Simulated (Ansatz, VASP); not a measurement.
# GaS in VASP and in Ansatz

File INCAR:

```
SYSTEM = GaS
ALGO     = Normal         ! electronic algorithm
EDIFF    = 1E-6           ! SCF threshold, eV
ENCUT    = 500            ! plane-wave cutoff, eV
GGA      = PE             ! functional
GGA_COMPAT= .False.      
ISIF     = 2              ! what is computed and relaxed
ISMEAR   = 0              ! smearing method
KPAR     = 4            
LASPH    = .True.         ! aspherical terms in the spheres
LCHARG   = .False.        ! write CHGCAR
LORBIT   = 11             ! projections on sites
LORBMOM  = .True.       
LREAL    = .False.        ! projectors in reciprocal space
LSORBIT  = .True.         ! spin-orbit coupling
LWAVE    = .False.        ! write WAVECAR
MAGMOM   = 0 0 0 0 0 0 0 0 0 0 0 0 0 0 0 0 0 0 0 0 0 0 0 0 ! initial moments
NBANDS   = 94             ! bands
NELM     = 200            ! most SCF steps
PREC     = Accurate       ! precision mode
SIGMA    = 0.01           ! smearing width, eV
```

Contents of KPOINTS:

```
k-points
0
Gamma
  12 12 2
  0 0 0
```

The input POSCAR:

```
GaS
1.0
    3.5795059867      0.0000000000      0.0000000000
   -1.7897529933      3.0999431175      0.0000000000
    0.0000000000      0.0000000000     15.5631239447
Ga S
4 4
Direct
    0.3333333333      0.6666666667      0.1716952300
    0.6666666667      0.3333333333      0.6716952300
    0.3333333333      0.6666666667      0.3283047700
    0.6666666667      0.3333333333      0.8283047700
    0.3333333333      0.6666666667      0.6028569187
    0.6666666667      0.3333333333      0.1028569187
    0.3333333333      0.6666666667      0.8971430813
    0.6666666667      0.3333333333      0.3971430813
```

Input for Ansatz:

```yaml
crystal:
  lattice:
    - [3.5795059867, 0.0, 0.0]
    - [-1.7897529933, 3.0999431175, 0.0]
    - [0.0, 0.0, 15.5631239447]
  atoms:
    - { symbol: Ga, position: [0.3333333333, 0.6666666667, 0.17169523] }
    - { symbol: Ga, position: [0.6666666667, 0.3333333333, 0.67169523] }
    - { symbol: Ga, position: [0.3333333333, 0.6666666667, 0.32830477] }
    - { symbol: Ga, position: [0.6666666667, 0.3333333333, 0.82830477] }
    - { symbol: S, position: [0.3333333333, 0.6666666667, 0.6028569187] }
    - { symbol: S, position: [0.6666666667, 0.3333333333, 0.1028569187] }
    - { symbol: S, position: [0.3333333333, 0.6666666667, 0.8971430813] }
    - { symbol: S, position: [0.6666666667, 0.3333333333, 0.3971430813] }
kpoints:
  mp_grid: { grid: [12, 12, 2] }
  band_path:
    path:
      - [0.0, 0.0, 0.0]
      - [0.5, 0.0, 0.0]
      - [0.3333333333, 0.3333333333, 0.0]
      - [0.0, 0.0, 0.5]
      - [0.5, 0.0, 0.5]
      - [0.3333333333, 0.3333333333, 0.5]
      - [0.0, 0.5, 0.0]
    npoints: 1
hamiltonian:
  xc: pbe
scf:
  occupations: { method: fixed }
  n_extra_bands: 12
magnetization:
  noncollinear: true
  spin_orbit: true
output:
  forces: true
  stress: true
  eigenvalues: true
```

Alike in both runs: task single point; functional PBE; k mesh 12 × 12 × 2; non-collinear spin, spin-orbit coupling.

|  | VASP | Ansatz |
| --- | --- | --- |
| version | VASP 6.6.1 | Ansatz 0.2.0 |
| potentials or method | VASP PAW PBE potentials, release 64 (Ga_d, S) | plane waves, PAW |
| plane-wave cutoff (eV) | 500 | 420 |
| occupations | gaussian, width 0.01 eV | fixed |
| valence electrons in the cell | 76 | 76 |

Ansatz gave:

```
pressure (GPa)                                                : 3.1
traceless stress, the component that is largest in VASP (GPa) : 0.05
rms of the force components (eV/Å)                            : 0.098
```

**Question.** What did VASP give for the same quantities?

**Answer.** Pressure (GPa): 3.1; traceless stress, the component that is largest in VASP (GPa): 0.11; rms of the force components (eV/Å): 0.102.

Atom by atom the forces differ by 0.004 eV/Å (rms over components).
